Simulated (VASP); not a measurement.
Input of a VASP 6.6.1 run:

The input INCAR:

```
SYSTEM = ZrB2
PREC = Accurate
ENCUT = 520
EDIFF = 1E-6
ISMEAR = 0
SIGMA = 0.1
LREAL = .FALSE.
LASPH = .TRUE.
NELM = 60
ALGO = Normal
ISIF = 2
LWAVE = .FALSE.
LCHARG = .FALSE.
NBANDS = 16
```

KPOINTS

```
Automatic mesh
0
G
  15 15 10
  0 0 0
```

POSCAR

```
ZrB2
1.0
    3.1336193786      0.0000000000      0.0000000000
   -1.5668096893      2.7137939877      0.0000000000
    0.0000000000      0.0000000000      3.4870610255
Zr B
1 2
Direct
    0.0000000000      0.0000000000      0.0000000000
    0.3333333333      0.6666666667      0.5000000000
    0.6666666667      0.3333333333      0.5000000000
```

Potentials or basis: VASP PAW LDA potentials, release 64 (Zr_sv, B).

The run is started by

```console
$ cat potpaw_LDA.64/Zr_sv/POTCAR potpaw_LDA.64/B/POTCAR > POTCAR
$ mpirun -np 1 vasp_std > vasp.out
```

Task: What does it give for the band gap on the k mesh?

Result: Zero (bands 9 and 10 overlap by 0.89 eV).

Task: What does it give for the pressure?

Result: 0.5 GPa.
